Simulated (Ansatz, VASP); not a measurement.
# Two plane-wave programs on Re

```xyz
1
Lattice="0.0000 1.9256 1.9256 1.9256 0.0000 1.9256 1.9256 1.9256 0.0000" Properties=species:S:1:pos:R:3 pbc="T T T"
Re    0.0000    0.0000    0.0000
```

Change from the starting cell: strain -0.025 along x and y, -0.025 along z, atoms carried along.

Alike in both runs: task single point; functional PBEsol; k mesh 20 × 20 × 20; occupations gaussian, width 0.15 eV; no spin polarisation.

|  | VASP | Ansatz |
| --- | --- | --- |
| version | VASP 6.6.1 | Ansatz 0.2.0 |
| potentials or method | VASP PAW PBE potentials, release 64 (Re), cutoff 520 eV | scalar-relativistic, plane waves, PAW |
| valence electrons in the cell | 7 | 15 |

|  | VASP | Ansatz | Ansatz less VASP |
| --- | --- | --- | --- |
| gap on the k mesh at the Fermi level (eV) | none | none | - |
| pressure (GPa) | 9.3 | 9.1 | -0.21 |

VASP's potentials were made for PBE, not for PBEsol. A gap of «none» marks a metal or a gap that the smearing closes. The functional is the same, so the differences come from potentials, cutoffs and numerics. VASP's potentials hold 7 valence electrons a cell and Ansatz's 15, so a difference there can come from the potentials and not from the codes.

Spin-orbit coupling is off throughout.
